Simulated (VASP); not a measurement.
Here is a VASP 6.6.1 calculation.

The input INCAR:

```
SYSTEM = Cu
PREC = Accurate
ENCUT = 520
EDIFF = 1E-7
ISMEAR = 0
SIGMA = 0.1
LREAL = .FALSE.
LASPH = .TRUE.
NELM = 150
ALGO = Fast
ISIF = 2
LWAVE = .FALSE.
LCHARG = .FALSE.
ISPIN = 2
MAGMOM = 0
LORBIT = 11
LMAXMIX = 4
GGA = PE
IVDW = 12
NBANDS = 16
```

Contents of KPOINTS:

```
regular mesh
0
G
  15 15 16
  0 0 0
```

POSCAR

```
Cu
1.0
    2.4646535038      0.0000000000      0.0000000000
   -1.2313541842      2.1350137627      0.0000000000
   -1.2320025627      0.7116712542      2.1122254628
Cu
1
Direct
    0.0000000000      0.0000000000      0.0000000000
```

Potentials or basis: VASP PAW PBE potentials, release 64 (Cu).

Launch:

```bash
$ cat potpaw_PBE.64/Cu/POTCAR > POTCAR
$ mpirun -np 1 vasp_std > vasp.out
```

Predict the pressure.

4.1 GPa.

What does it give for the dispersion energy per atom?

-0.621 eV.

Estimate the net moment.

0.00 μB per cell.

Stress tensor (GPa, compression positive):
```
 7.40 -0.05  0.05
-0.05  7.35 -0.03
 0.05 -0.03 -2.37
```

Caveat: pairwise dispersion overbinds metals, which lowers pressure and volume.
